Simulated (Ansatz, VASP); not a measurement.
## HRh6 in VASP and in Ansatz

```
CELL_PARAMETERS angstrom
5.41659 0.00000 0.00000
-2.70829 4.69090 0.00000
0.00000 0.00000 22.29661
ATOMIC_POSITIONS crystal
Rh 0.33333 0.16667 0.17940
Rh 0.33333 0.66667 0.17940
Rh 0.83333 0.16667 0.17940
Rh 0.83333 0.66667 0.17940
Rh 0.16667 0.33333 0.27578
Rh 0.16667 0.83333 0.27578
Rh 0.66667 0.33333 0.27578
Rh 0.66667 0.83333 0.27578
Rh 0.00000 0.00000 0.37210
Rh 0.00000 0.50000 0.37210
Rh 0.50000 0.00000 0.37210
Rh 0.50000 0.50000 0.37210
H 0.13089 0.26177 0.42099
H 0.36911 0.73823 0.42099
```

Alike in both runs: task single point; functional PBE; k mesh 6 × 6 × 1; occupations gaussian, width 0.1 eV; no spin polarisation.

|  | VASP | Ansatz |
| --- | --- | --- |
| version | VASP 6.6.1 | Ansatz 0.2.0 |
| potentials or method | VASP PAW PBE potentials, release 64 (Rh_pv, H), cutoff 520 eV | scalar-relativistic, plane waves, PAW |
| valence electrons in the cell | 182 | 206 |

Ansatz gave:

```
gap on the k mesh at the Fermi level (eV) : none
rms of the force components (eV/Å)        : 0.201
```

**Question.** What did VASP give for the same quantities?

**Answer.** gap on the k mesh at the Fermi level (eV): none; rms of the force components (eV/Å): 0.205.

Atom by atom the forces differ by 0.005 eV/Å (rms over components). A gap of «none» marks a metal or a gap that the smearing closes. With one functional, cell and mesh, what is left measures potentials, basis and numerics. VASP's potentials hold 182 valence electrons a cell and Ansatz's 206, so a difference there can come from the potentials and not from the codes.
